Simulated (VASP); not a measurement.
Runs of VASP 6.6.1 on Ag. The structure is that of space group P6/mmm (No. 191), or close to it. The cells are those of the table. 

| task | cell | k mesh | cutoff (eV) | gap on the mesh (eV) | pressure (GPa) |
| --- | --- | --- | --- | --- | --- |
| relaxation of cell and atoms | relaxed from a = 2.794, b = 2.794, c = 2.611 Å, angles 90.0, 90.0, 120.0°, 1 atom | 9 × 9 × 6 | 600 | none | -0.1 |
| single point | a = 2.829, b = 2.829, c = 2.723 Å, angles 90.0, 90.0, 120.0°, 1 atom | 9 × 9 × 6 | 520 | none | -0.1 |
| single point | a = 2.794, b = 2.794, c = 2.611 Å, angles 90.0, 90.0, 120.0°, 1 atom | 9 × 9 × 8 | 520 | none | 6.6 |
| single point | a = 2.812, b = 2.812, c = 2.741 Å, angles 90.0, 90.0, 120.0°, 1 atom | 24 × 24 × 20 | 520 | none | (a) |

Alike in all rows: level r2SCAN; potentials or basis VASP PAW PBE potentials, release 64 (Ag); no spin polarisation; smearing gaussian 0.1 eV.

**Question.** Fill in the values left out.

**Answer.** (a) 0.1.

Caveats: some runs use coarse meshes; the PAW data sets were made with another functional, which shifts forces and pressure a little.

A k mesh can miss the band edges, and the runs leave out spin-orbit coupling on Ag.

A gap of «none» marks levels without a gap at the run's occupations.
